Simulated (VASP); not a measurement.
# FeSi (rocksalt type) (Fm-3m) in VASP: single point with PBEsol

Aim: the single point of FeSi (rocksalt type) with PBEsol.

Everything below comes from runs of VASP 6.6.1. Logs are shortened: lines on timing, memory, paths and dates and some standing lists are left out, and cuts for length are marked.

## 1. The cell of the first run

Symmetry: Fm-3m, No. 225, cubic system. The conventional cell has a = 3.719 Å, b = 3.719 Å, c = 3.719 Å, α = 90.00°, β = 90.00°, γ = 90.00°. Within 2.5 Å of Fe (site symmetry m-3m) lie 6 Si at 1.86 Å. Within 2.5 Å of Si (site symmetry m-3m) lie 6 Fe at 1.86 Å.

## 2. Single point, PBEsol, collinear spin, ferromagnetic start

INCAR reads:

```
ALGO     = Normal         # electronic algorithm
EDIFF    = 1E-6           # SCF threshold, eV
ENCUT    = 520            # plane-wave cutoff, eV
GGA      = PS             # functional
ISIF     = 2              # what is computed and relaxed
ISMEAR   = -1             # smearing method
ISPIN    = 2              # spin polarisation
LASPH    = True           # aspherical terms in the spheres
LCHARG   = False          # write CHGCAR
LMAXMIX  = 4              # l up to which the mixer works
LORBIT   = 11             # projections on sites
LREAL    = False          # projectors in reciprocal space
LWAVE    = False          # write WAVECAR
MAGMOM   = 2.5 0          # initial moments
NBANDS   = 17             # bands
NELM     = 150            # most SCF steps
PREC     = Accurate       # precision mode
SIGMA    = 0.05           # smearing width, eV
```

KPOINTS reads:

```
k-points
0
Gamma
  18 18 18
```

POSCAR reads:

```
FeSi
1.0
    0.0000000000      1.8595700697      1.8595700697
    1.8595700697      0.0000000000      1.8595700697
    1.8595700697      1.8595700697      0.0000000000
Fe Si
1 1
Direct
    0.0000000000      0.0000000000      0.0000000000
    0.5000000000      0.5000000000      0.5000000000
```

Potentials or basis: VASP PAW PBE potentials, release 64 (Fe, Si).

The run is started by

```console
$ cat potpaw_PBE.64/Fe/POTCAR potpaw_PBE.64/Si/POTCAR > POTCAR
$ mpirun -np 1 vasp_std > vasp.out
```

OUTCAR:

```text
EDIFF = 1E-6
   ENCUT = 520
   GGA = PS
   ISIF = 2
   ISMEAR = -1
   ISPIN = 2
   LASPH = True
   LORBIT = 11
   LREAL = False
   NELM = 150
   PREC = Accurate

 ion  position               nearest neighbor table
   1  0.000  0.000  0.000-   2 1.86   2 1.86   2 1.86   2 1.86   2 1.86   2 1.86
   2  0.500  0.500  0.500-   1 1.86   1 1.86   1 1.86   1 1.86   1 1.86   1 1.86

  LATTYP: Found a face centered cubic cell.
 ALAT       =     3.7191401394

  Lattice vectors:

 A1 = (   0.0000000000,   1.8595700697,   1.8595700697)
 A2 = (   1.8595700697,   0.0000000000,   1.8595700697)
 A3 = (   1.8595700697,   1.8595700697,   0.0000000000)

Analysis of symmetry for initial positions (statically):
=====================================================================
 Subroutine PRICEL returns:
 Original cell was already a primitive cell.

 Routine SETGRP: Setting up the symmetry group for a
 face centered cubic supercell.

 Subroutine GETGRP returns: Found 48 space group operations
 (whereof 48 operations were pure point group operations)
 out of a pool of 48 trial point group operations.

The static configuration has the point symmetry O_h .

Analysis of symmetry for dynamics (positions and initial velocities):
=====================================================================
 Subroutine PRICEL returns:
 Original cell was already a primitive cell.

 Routine SETGRP: Setting up the symmetry group for a
 face centered cubic supercell.

 Subroutine GETGRP returns: Found 48 space group operations
 (whereof 48 operations were pure point group operations)
 out of a pool of 48 trial point group operations.

The dynamic configuration has the point symmetry O_h .

Analysis of structural, dynamic, and magnetic symmetry:
=====================================================================
 Subroutine PRICEL returns:
 Original cell was already a primitive cell.

 Routine SETGRP: Setting up the symmetry group for a
 face centered cubic supercell.

 Subroutine GETGRP returns: Found 48 space group operations
 (whereof 48 operations were pure point group operations)
 out of a pool of 48 trial point group operations.

The overall configuration has the point symmetry O_h .

 Subroutine INISYM returns: Found 48 space group operations
 (whereof 48 operations are pure point group operations),
 and found     1 'primitive' translations

----------------------------------------------------------------------------------------

                                     Primitive cell

  volume of cell :      12.8608

  direct lattice vectors                    reciprocal lattice vectors
     0.000000000  1.859570070  1.859570070    -0.268879355  0.268879355  0.268879355
     1.859570070  0.000000000  1.859570070     0.268879355 -0.268879355  0.268879355
     1.859570070  1.859570070  0.000000000     0.268879355  0.268879355 -0.268879355

  length of vectors
     2.629829213  2.629829213  2.629829213     0.465712703  0.465712703  0.465712703

  position of ions in fractional coordinates (direct lattice)
     0.000000000  0.000000000  0.000000000
     0.500000000  0.500000000  0.500000000

  ion indices of the primitive-cell ions
   primitive index   ion index
                 1           1
                 2           2

----------------------------------------------------------------------------------------

 KPOINTS: k-points

Automatic generation of k-mesh.
 Grid dimensions read from file:
 generate k-points for:   18   18   18

 Generating k-lattice:

  Cartesian coordinates                     Fractional coordinates (reciprocal lattice)
    -0.014937742  0.014937742  0.014937742     0.055555556  0.000000000  0.000000000
     0.014937742 -0.014937742  0.014937742     0.000000000  0.055555556  0.000000000
     0.014937742  0.014937742 -0.014937742     0.000000000  0.000000000  0.055555556

  Length of vectors
     0.025872928  0.025872928  0.025872928

  Shift w.r.t. Gamma in fractional coordinates (k-lattice)
     0.000000000  0.000000000  0.000000000

 Subroutine IBZKPT returns following result:
 ===========================================

 Found    195 irreducible k-points:

 Following reciprocal coordinates:
            Coordinates               Weight
  0.000000  0.000000  0.000000      1.000000
  0.055556  0.000000  0.000000      8.000000
  0.111111  0.000000  0.000000      8.000000
  0.166667  0.000000  0.000000      8.000000
  0.222222  0.000000  0.000000      8.000000
  0.277778  0.000000  0.000000      8.000000
[... 16 lines left out ...]
 -0.277778  0.055556  0.000000     24.000000
 -0.222222  0.055556  0.000000     24.000000
 [... further k-points ...]
   k-points           NKPTS =    195   k-points in BZ     NKDIM =    195   number of bands    NBANDS=     17
   number of dos      NEDOS =    301   number of ions     NIONS =      2
   total plane-waves  NPLWV =   8000
   dimension x,y,z NGX =    20 NGY =   20 NGZ =   20
   dimension x,y,z NGXF=    40 NGYF=   40 NGZF=   40
   ions per type =               1   1
   NGX,Y,Z   is equivalent  to a cutoff of  12.64, 12.64, 12.64 a.u.
   NGXF,Y,Z  is equivalent  to a cutoff of  25.29, 25.29, 25.29 a.u.
 SYSTEM =  unknown system
   PREC   = accura    normal or accurate (medium, high low for compatibility)
   ISTART =      0    job   : 0-new  1-cont  2-samecut
   ICHARG =      2    charge: 1-file 2-atom 10-const
   ISPIN  =      2    spin polarized calculation?
   LNONCOLLINEAR =      F non collinear calculations
   LSORBIT =      F    spin-orbit coupling
   LASPH  =      T    aspherical Exc in radial PAW
   ENCUT  =  520.0 eV  38.22 Ry    6.18 a.u.   4.89  4.89  4.89*2*pi/ulx,y,z
   NELM   =    150;   NELMIN=  2; NELMDL= -5     # of ELM steps
   EDIFF  = 0.1E-05   stopping-criterion for ELM
   LREAL  =      F    real-space projection
   EDIFFG = 0.1E-04   stopping-criterion for IOM
   NSW    =      0    number of steps for IOM
   IBRION =     -1    ionic relax: 0-MD 1-quasi-New 2-CG
   NFREE  =      0    steps in history (QN), initial steepest desc. (CG)
   ISIF   =      2    stress and relaxation
   ISYM   =      2    0-nonsym 1-usesym 2-fastsym
   POTIM  = 0.5000    time-step for ionic-motion
   TEBEG  =    0.0;   TEEND  =   0.0 temperature during run
   PSTRESS=    0.0 pullay stress
   NELECT =      12.0000    total number of electrons
   NUPDOWN=      -1.0000    fix difference up-down
   EMIN   =  10.00;   EMAX   =-10.00  energy-range for DOS
   EFERMI =   0.00;   METHOD = LEGACY
   ISMEAR =    -1;   SIGMA  =   0.05  broadening in eV -4-tet -1-fermi 0-gaus
   EFERMI_NEDOS =   21; number of points for ismear=-14 and -15
   IALGO  =     38    algorithm
   IMIX   =      4    mixing-type and parameters
     AMIX     =   0.40;   BMIX     =  1.00
     AMIX_MAG =   1.60;   BMIX_MAG =  1.00
  volume/ion in A,a.u.               =       6.43        43.39
  Fermi-wavevector in a.u.,A,eV,Ry     =   1.599728  3.023047 34.819055  2.559128
  Thomas-Fermi vector in A             =   2.696975
   LORBIT       =     11    0 simple, 1 ext, 2 COOP (PROOUT), +10 PAW based schemes
   GGA     = PS    functional components
   LHFCALC =     F    Hartree Fock is set to
   AEXX    =    0.0000 exact exchange contribution
   IVDW    =     0    specifies the selected vdW correction
   LEPSILON=     F    determine dielectric tensor
   LRPA    =     F    only Hartree local field effects (RPA)
 spin polarized calculation
  energy-cutoff  :      520.00
  volume of cell :       12.86
 maximum number of plane-waves:       356
   NGX =  9   NGY =  9   NGZ =  9

 number of electron      11.9999992 magnetization      -0.0005087

 number of electron      11.9999992 magnetization       0.0004719

 Free energy of the ion-electron system (eV)
  ---------------------------------------------------
  ext. energy  EPLUGINS =         0.00000000
  ---------------------------------------------------
  free energy    TOTEN  =        -5.10393232 eV

  energy without entropy =       -5.10095662  energy(sigma->0) =       -5.10244447

 E-fermi :  19.2849     XC(G=0): -15.7045

 val. band max:       19.2534915304   @ k =  -0.4444   0.4444   0.0000
 cond. band min:      19.3164503262   @ k =  -0.3333   0.4444   0.1667
 fundamental gap:      0.0629587958
 Fermi energy:        19.2849010488

 spin component 1

 k-point     1 :       0.0000    0.0000    0.0000
  band No.  band energies     occupation
      1       0.9724      1.00000
      2      13.7868      1.00000
      3      13.7868      1.00000
      4      13.7868      1.00000
      5      14.7590      1.00000
      6      14.7590      1.00000
[... 9 lines left out ...]
     16      46.6272      0.00000
     17      46.6272      0.00000
[... 441 lines left out ...]
 k-point    24 :      -0.2222    0.0556    0.0000
  band No.  band energies     occupation
      1       3.0271      1.00000
      2      12.0102      1.00000
      3      13.5105      1.00000
      4      13.6161      1.00000
      5      15.2486      1.00000
      6      15.7777      1.00000
[... 9 lines left out ...]
     16      48.4031      0.00000
     17      53.4324      0.00000

 [... further k-points ...]

 spin component 2

 k-point     1 :       0.0000    0.0000    0.0000
  band No.  band energies     occupation
      1       0.9726      1.00000
      2      13.7871      1.00000
      3      13.7871      1.00000
      4      13.7871      1.00000
      5      14.7592      1.00000
      6      14.7592      1.00000
[... 9 lines left out ...]
     16      46.6274      0.00000
     17      46.6274      0.00000
[... 441 lines left out ...]
 k-point    24 :      -0.2222    0.0556    0.0000
  band No.  band energies     occupation
      1       3.0272      1.00000
      2      12.0104      1.00000
      3      13.5107      1.00000
      4      13.6163      1.00000
      5      15.2489      1.00000
      6      15.7779      1.00000
[... 9 lines left out ...]
     16      48.4033      0.00000
     17      53.4325      0.00000

 [... further k-points ...]
[... 5 lines left out ...]
  --------------------------------------------------------------------------------------
  -------------------------------------------------------------------------------------
  Total       35.3185323     35.3185323     35.3185323     -0.0000000      0.0000000      0.0000000
  in kB     4399.9282242   4399.9282242   4399.9282242     -0.0000000      0.0000000      0.0000000
  external PRESSURE =    4399.9282242 kB  Pullay stress =       0.0000000 kB

 VOLUME and BASIS-vectors are now :
 -----------------------------------------------------------------------------
  energy-cutoff  :      520.00
  volume of cell :       12.86
      direct lattice vectors                 reciprocal lattice vectors
     0.000000000  1.859570070  1.859570070    -0.268879355  0.268879355  0.268879355
     1.859570070  0.000000000  1.859570070     0.268879355 -0.268879355  0.268879355
     1.859570070  1.859570070  0.000000000     0.268879355  0.268879355 -0.268879355

 POSITION                                       TOTAL-FORCE (eV/Angst)
 -----------------------------------------------------------------------------------
      0.00000      0.00000      0.00000         0.000000     -0.000000      0.000000
      1.85957      1.85957      1.85957        -0.000000      0.000000     -0.000000
 -----------------------------------------------------------------------------------
    total drift:                                0.000000     -0.000000     -0.000000

  FREE ENERGIE OF THE ION-ELECTRON SYSTEM (eV)
  ---------------------------------------------------
  free  energy   TOTEN  =        -5.1039323229 eV

  energy  without entropy=       -5.1009566166  energy(sigma->0) =       -5.10244447

 total charge

# of ion       s       p       d       tot
------------------------------------------
    1        0.734   1.210   8.260  10.204
    2        0.948   1.412   0.000   2.360
--------------------------------------------------
tot          1.683   2.622   8.260  12.564

 magnetization (x)

# of ion       s       p       d       tot
------------------------------------------
    1        0.000  -0.000   0.000   0.000
    2       -0.000  -0.000   0.000  -0.000
--------------------------------------------------
tot          0.000  -0.000   0.000   0.000
```

Wall time 37 s (1 thread of Intel Xeon 6975P-C (Granite Rapids), shared host); peak memory 0.18 GiB.

Results:

* Free energy: -5.1039 eV
* Pressure: 440.0 GPa
* Band gap on the k mesh: zero (filled and empty bands overlap)
* Net moment: 0.00 μB per cell

Caveat: the cell stands under pressure; the PAW data sets were made with another functional, which shifts forces and pressure a little.
